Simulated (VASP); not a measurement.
MgO, 2 atoms in the cell. The structure is cubic, space group Fm-3m (No. 225). The conventional cell has a = 4.194 Å, b = 4.194 Å, c = 4.194 Å, α = 90.00°, β = 90.00°, γ = 90.00°. Within 2.8 Å of Mg (site symmetry m-3m) lie 6 O at 2.10 Å. O (site symmetry m-3m) has 6 Mg at 2.10 Å within 2.8 Å. 

- Program: VASP 6.6.1
- Task: relaxation of cell and atoms
- Functional: PBEsol
- Potentials or basis: VASP PAW PBE potentials, release 64 (Mg, O)
- Cutoff: 600 eV
- k mesh: 11 × 11 × 11
- Occupations: fermi-dirac, width 0.05 eV
- Spin: no spin polarisation
- Target pressure: 20 GPa
- Dipole correction: no
- Further INCAR settings: ALGO = Normal; EDIFF = 1e-06; IBRION = 2; EDIFFG = -0.01; NSW = 80; ISIF = 3

Potentials or basis: VASP PAW PBE potentials, release 64 (Mg, O).

Run with:

```bash
$ cat potpaw_PBE.64/Mg/POTCAR potpaw_PBE.64/O/POTCAR > POTCAR
$ mpirun -np 1 vasp_std > vasp.out
```

Hardware: 1 thread of Intel Xeon 8259CL (shared host).

Question: Estimate the wall time of this run.

Answer: Run time: 30 s on 1 thread of Intel Xeon 8259CL, with other jobs on the host, peak memory 0.15 GiB. Counts: scf iterations 24, k points 56, ion steps 3.
